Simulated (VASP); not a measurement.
# NbRu (P4/mmm) in VASP: single point with LDA

Aim: the single point of NbRu with LDA.

Everything below comes from runs of VASP 6.6.1. Logs are shortened: lines on timing, memory, paths and dates and some standing lists are left out, and cuts for length are marked.

## 1. The cell of the first run

The structure is tetragonal, space group P4/mmm (No. 123). Conventional cell: a = 3.007 Å, b = 3.007 Å, c = 3.363 Å, α = 90.00°, β = 90.00°, γ = 90.00°. Within 3.6 Å of Nb (site symmetry 4/mmm) lie 8 Ru at 2.71 Å and 6 Nb at 3.01 to 3.36 Å. Ru (site symmetry 4/mmm) has 8 Nb at 2.71 Å and 6 Ru at 3.01 to 3.36 Å within 3.6 Å.

## 2. Single point, LDA

INCAR

```
SYSTEM = NbRu
  PREC = Accurate
  ENCUT = 520
  EDIFF = 1E-6
  ISMEAR = -1
  SIGMA = 0.15
  LREAL = .FALSE.
  LASPH = .TRUE.
  NELM = 80
  ALGO = Fast
  ISIF = 2
  LWAVE = .FALSE.
  LCHARG = .FALSE.
  GGA = CA
  NBANDS = 20
```

KPOINTS

```
regular mesh
0
G
  14 14 12
  0 0 0
```

POSCAR

```
NbRu
1.0
    3.0072575248      0.0000000000      0.0000000000
    0.0000000000      3.0072575248      0.0000000000
    0.0000000000      0.0000000000      3.3625534868
Nb Ru
1 1
Direct
    0.0000000000      0.0000000000      0.0000000000
    0.5000000000      0.5000000000      0.5000000000
```

Potentials or basis: VASP PAW LDA potentials, release 64 (Nb_sv, Ru_pv).

On the command line:

```bash
> cat potpaw_LDA.64/Nb_sv/POTCAR potpaw_LDA.64/Ru_pv/POTCAR > POTCAR
> mpirun -np 1 vasp_std > vasp.out
```

OUTCAR:

```text
SYSTEM = NbRu
   PREC = Accurate
   ENCUT = 520
   EDIFF = 1E-6
   ISMEAR = -1
   LREAL = .FALSE.
   LASPH = .TRUE.
   NELM = 80
   ISIF = 2
   GGA = CA

 ion  position               nearest neighbor table
   1  0.000  0.000  0.000-   2 2.71   2 2.71   2 2.71   2 2.71   2 2.71   2 2.71   2 2.71   2 2.71

   2  0.500  0.500  0.500-   1 2.71   1 2.71   1 2.71   1 2.71   1 2.71   1 2.71   1 2.71   1 2.71

  LATTYP: Found a simple tetragonal cell.
 ALAT       =     3.0072575248
 C/A-ratio  =     1.1181461711

  Lattice vectors:

 A1 = (   3.0072575248,   0.0000000000,   0.0000000000)
 A2 = (   0.0000000000,   3.0072575248,   0.0000000000)
 A3 = (   0.0000000000,   0.0000000000,   3.3625534868)

Analysis of symmetry for initial positions (statically):
=====================================================================
 Subroutine PRICEL returns:
 Original cell was already a primitive cell.

 Routine SETGRP: Setting up the symmetry group for a
 simple tetragonal supercell.

 Subroutine GETGRP returns: Found 16 space group operations
 (whereof 16 operations were pure point group operations)
 out of a pool of 16 trial point group operations.

The static configuration has the point symmetry D_4h.

Analysis of symmetry for dynamics (positions and initial velocities):
=====================================================================
 Subroutine PRICEL returns:
 Original cell was already a primitive cell.

 Routine SETGRP: Setting up the symmetry group for a
 simple tetragonal supercell.

 Subroutine GETGRP returns: Found 16 space group operations
 (whereof 16 operations were pure point group operations)
 out of a pool of 16 trial point group operations.

The dynamic configuration has the point symmetry D_4h.

 Subroutine INISYM returns: Found 16 space group operations
 (whereof 16 operations are pure point group operations),
 and found     1 'primitive' translations

----------------------------------------------------------------------------------------

                                     Primitive cell

  volume of cell :      30.4096

  direct lattice vectors                    reciprocal lattice vectors
     3.007257525  0.000000000  0.000000000     0.332528888  0.000000000  0.000000000
     0.000000000  3.007257525  0.000000000     0.000000000  0.332528888  0.000000000
     0.000000000  0.000000000  3.362553487     0.000000000  0.000000000  0.297393039

  length of vectors
     3.007257525  3.007257525  3.362553487     0.332528888  0.332528888  0.297393039

  position of ions in fractional coordinates (direct lattice)
     0.000000000  0.000000000  0.000000000
     0.500000000  0.500000000  0.500000000

  ion indices of the primitive-cell ions
   primitive index   ion index
                 1           1
                 2           2

----------------------------------------------------------------------------------------

 KPOINTS: regular mesh

Automatic generation of k-mesh.
 Grid dimensions read from file:
 generate k-points for:   14   14   12

 Generating k-lattice:

  Cartesian coordinates                     Fractional coordinates (reciprocal lattice)
     0.023752063  0.000000000  0.000000000     0.071428571  0.000000000  0.000000000
     0.000000000  0.023752063  0.000000000     0.000000000  0.071428571  0.000000000
     0.000000000  0.000000000  0.024782753     0.000000000  0.000000000  0.083333333

  Length of vectors
     0.023752063  0.023752063  0.024782753

  Shift w.r.t. Gamma in fractional coordinates (k-lattice)
     0.000000000  0.000000000  0.000000000

 Subroutine IBZKPT returns following result:
 ===========================================

 Found    252 irreducible k-points:

 Following reciprocal coordinates:
            Coordinates               Weight
  0.000000  0.000000  0.000000      1.000000
  0.071429  0.000000  0.000000      4.000000
  0.142857  0.000000  0.000000      4.000000
  0.214286  0.000000  0.000000      4.000000
  0.285714  0.000000  0.000000      4.000000
  0.357143  0.000000  0.000000      4.000000
[... 16 lines left out ...]
  0.285714  0.214286  0.000000      8.000000
  0.357143  0.214286  0.000000      8.000000
 [... further k-points ...]
   k-points           NKPTS =    252   k-points in BZ     NKDIM =    252   number of bands    NBANDS=     20
   number of dos      NEDOS =    301   number of ions     NIONS =      2
   total plane-waves  NPLWV =  16128
   dimension x,y,z NGX =    24 NGY =   24 NGZ =   28
   dimension x,y,z NGXF=    48 NGYF=   48 NGZF=   56
   ions per type =               1   1
   NGX,Y,Z   is equivalent  to a cutoff of  13.27, 13.27, 13.84 a.u.
   NGXF,Y,Z  is equivalent  to a cutoff of  26.54, 26.54, 27.69 a.u.
 SYSTEM =  NbRu
   PREC   = accura    normal or accurate (medium, high low for compatibility)
   ISTART =      0    job   : 0-new  1-cont  2-samecut
   ICHARG =      2    charge: 1-file 2-atom 10-const
   ISPIN  =      1    spin polarized calculation?
   LNONCOLLINEAR =      F non collinear calculations
   LSORBIT =      F    spin-orbit coupling
   LASPH  =      T    aspherical Exc in radial PAW
   ENCUT  =  520.0 eV  38.22 Ry    6.18 a.u.   5.59  5.59  6.25*2*pi/ulx,y,z
   NELM   =     80;   NELMIN=  2; NELMDL= -5     # of ELM steps
   EDIFF  = 0.1E-05   stopping-criterion for ELM
   LREAL  =      F    real-space projection
   EDIFFG = 0.1E-04   stopping-criterion for IOM
   NSW    =      0    number of steps for IOM
   IBRION =     -1    ionic relax: 0-MD 1-quasi-New 2-CG
   NFREE  =      0    steps in history (QN), initial steepest desc. (CG)
   ISIF   =      2    stress and relaxation
   ISYM   =      2    0-nonsym 1-usesym 2-fastsym
   POTIM  = 0.5000    time-step for ionic-motion
   TEBEG  =    0.0;   TEEND  =   0.0 temperature during run
   PSTRESS=    0.0 pullay stress
   NELECT =      27.0000    total number of electrons
   NUPDOWN=      -1.0000    fix difference up-down
   EMIN   =  10.00;   EMAX   =-10.00  energy-range for DOS
   EFERMI =   0.00;   METHOD = LEGACY
   ISMEAR =    -1;   SIGMA  =   0.15  broadening in eV -4-tet -1-fermi 0-gaus
   EFERMI_NEDOS =   21; number of points for ismear=-14 and -15
   IALGO  =     68    algorithm
   IMIX   =      4    mixing-type and parameters
     AMIX     =   0.40;   BMIX     =  1.00
     AMIX_MAG =   1.60;   BMIX_MAG =  1.00
  volume/ion in A,a.u.               =      15.20       102.61
  Fermi-wavevector in a.u.,A,eV,Ry     =   1.573473  2.973433 33.685536  2.475817
  Thomas-Fermi vector in A             =   2.674752
   LORBIT       =      0    0 simple, 1 ext, 2 COOP (PROOUT), +10 PAW based schemes
   GGA     = CA    functional components
   LHFCALC =     F    Hartree Fock is set to
   AEXX    =    0.0000 exact exchange contribution
   IVDW    =     0    specifies the selected vdW correction
   LEPSILON=     F    determine dielectric tensor
   LRPA    =     F    only Hartree local field effects (RPA)
 non-spin polarized calculation
 RMM-DIIS sequential band-by-band and
  energy-cutoff  :      520.00
  volume of cell :       30.41
 maximum number of plane-waves:       836
 NGX is ok and might be reduce to    24
   NGX = 11   NGY = 11   NGZ = 13

 number of electron      27.0000000 magnetization

 Free energy of the ion-electron system (eV)
  ---------------------------------------------------
  ext. energy  EPLUGINS =         0.00000000
  ---------------------------------------------------
  free energy    TOTEN  =       -22.36251362 eV

  energy without entropy =      -22.20604216  energy(sigma->0) =      -22.28427789

 E-fermi :  12.8483     XC(G=0): -13.6609

 val. band max:       12.8447775667   @ k =   0.2143   0.0000   0.3333
 cond. band min:      12.8493030977   @ k =   0.0714   0.0714   0.5000
 fundamental gap:      0.0045255310
 Fermi energy:        12.8482748224

 k-point     1 :       0.0000    0.0000    0.0000
  band No.  band energies     occupation
      1     -42.1325      2.00000
      2     -29.8469      2.00000
      3     -29.7505      2.00000
      4     -29.7505      2.00000
      5     -18.2511      2.00000
      6     -18.0557      2.00000
[... 12 lines left out ...]
     19      19.9395      0.00000
     20      22.8548      0.00000

 k-point     2 :       0.0714    0.0000    0.0000
  band No.  band energies     occupation
      1     -42.1298      2.00000
      2     -29.8453      2.00000
      3     -29.7590      2.00000
      4     -29.7493      2.00000
      5     -18.2506      2.00000
      6     -18.0898      2.00000
[... 12 lines left out ...]
     19      20.6070      0.00000
     20      22.4851      0.00000

 k-point     3 :       0.1429    0.0000    0.0000
  band No.  band energies     occupation
      1     -42.1221      2.00000
      2     -29.8411      2.00000
      3     -29.7830      2.00000
      4     -29.7460      2.00000
      5     -18.2489      2.00000
      6     -18.1845      2.00000
[... 12 lines left out ...]
     19      21.5530      0.00000
     20      21.9801      0.00000

 k-point     4 :       0.2143    0.0000    0.0000
  band No.  band energies     occupation
      1     -42.1110      2.00000
      2     -29.8349      2.00000
      3     -29.8175      2.00000
      4     -29.7413      2.00000
      5     -18.3192      2.00000
      6     -18.2466      2.00000
[... 12 lines left out ...]
     19      20.4201      0.00000
     20      23.5822      0.00000

 k-point     5 :       0.2857    0.0000    0.0000
  band No.  band energies     occupation
      1     -42.0986      2.00000
      2     -29.8555      2.00000
      3     -29.8280      2.00000
      4     -29.7362      2.00000
      5     -18.4657      2.00000
      6     -18.2440      2.00000
[... 12 lines left out ...]
     19      19.3667      0.00000
     20      25.2524      0.00000

 k-point     6 :       0.3571    0.0000    0.0000
  band No.  band energies     occupation
      1     -42.0874      2.00000
      2     -29.8895      2.00000
      3     -29.8217      2.00000
      4     -29.7315      2.00000
      5     -18.5952      2.00000
      6     -18.2416      2.00000
[... 12 lines left out ...]
     19      18.6477      0.00000
     20      23.1597      0.00000

 k-point     7 :       0.4286    0.0000    0.0000
  band No.  band energies     occupation
      1     -42.0797      2.00000
      2     -29.9129      2.00000
      3     -29.8174      2.00000
      4     -29.7282      2.00000
      5     -18.6835      2.00000
      6     -18.2401      2.00000
[... 12 lines left out ...]
     19      18.4055      0.00000
     20      23.1451      0.00000
[... 277 lines left out ...]
 k-point    20 :       0.4286    0.1429    0.0000
  band No.  band energies     occupation
      1     -42.0674      2.00000
      2     -29.9145      2.00000
      3     -29.8135      2.00000
      4     -29.7668      2.00000
      5     -18.6581      2.00000
      6     -18.2263      2.00000
[... 12 lines left out ...]
     19      18.5607      0.00000
     20      23.1353      0.00000

 k-point    21 :       0.5000    0.1429    0.0000
  band No.  band energies     occupation
      1     -42.0645      2.00000
      2     -29.9231      2.00000
      3     -29.8121      2.00000
      4     -29.7661      2.00000
      5     -18.6883      2.00000
      6     -18.2251      2.00000
[... 12 lines left out ...]
     19      18.3873      0.00000
     20      26.5988      0.00000

 k-point    22 :       0.2143    0.2143    0.0000
  band No.  band energies     occupation
      1     -42.0879      2.00000
      2     -29.8245      2.00000
      3     -29.8210      2.00000
      4     -29.8059      2.00000
      5     -18.3156      2.00000
      6     -18.2648      2.00000
[... 12 lines left out ...]
     19      21.7031      0.00000
     20      23.7720      0.00000

 k-point    23 :       0.2857    0.2143    0.0000
  band No.  band energies     occupation
      1     -42.0746      2.00000
      2     -29.8556      2.00000
      3     -29.8185      2.00000
      4     -29.8099      2.00000
      5     -18.4312      2.00000
      6     -18.2696      2.00000
[... 12 lines left out ...]
     19      20.7334      0.00000
     20      24.4369      0.00000

 k-point    24 :       0.3571    0.2143    0.0000
  band No.  band energies     occupation
      1     -42.0626      2.00000
      2     -29.8914      2.00000
      3     -29.8131      2.00000
      4     -29.8088      2.00000
      5     -18.5497      2.00000
      6     -18.2574      2.00000
[... 12 lines left out ...]
     19      19.5624      0.00000
     20      24.8641      0.00000

 [... further k-points ...]
[... 5 lines left out ...]
  --------------------------------------------------------------------------------------
  -------------------------------------------------------------------------------------
  Total       -0.1447813     -0.1447813     -0.1454208      0.0000000      0.0000000      0.0000000
  in kB       -7.6280364     -7.6280364     -7.6617265      0.0000000      0.0000000      0.0000000
  external PRESSURE =      -7.6392664 kB  Pullay stress =       0.0000000 kB

 VOLUME and BASIS-vectors are now :
 -----------------------------------------------------------------------------
  energy-cutoff  :      520.00
  volume of cell :       30.41
      direct lattice vectors                 reciprocal lattice vectors
     3.007257525  0.000000000  0.000000000     0.332528888  0.000000000  0.000000000
     0.000000000  3.007257525  0.000000000     0.000000000  0.332528888  0.000000000
     0.000000000  0.000000000  3.362553487     0.000000000  0.000000000  0.297393039

 POSITION                                       TOTAL-FORCE (eV/Angst)
 -----------------------------------------------------------------------------------
      0.00000      0.00000      0.00000         0.000000      0.000000      0.000000
      1.50363      1.50363      1.68128         0.000000      0.000000      0.000000
 -----------------------------------------------------------------------------------
    total drift:                                0.000000      0.000000     -0.000000

  FREE ENERGIE OF THE ION-ELECTRON SYSTEM (eV)
  ---------------------------------------------------
  free  energy   TOTEN  =       -22.3625136198 eV

  energy  without entropy=      -22.2060421641  energy(sigma->0) =      -22.28427789
```

It took 2.1 min on 1 thread of Intel Xeon 6975P-C (Granite Rapids), shared host; peak memory 0.25 GiB.

What came out:

- Free energy: -22.3625 eV
- Pressure: -0.8 GPa
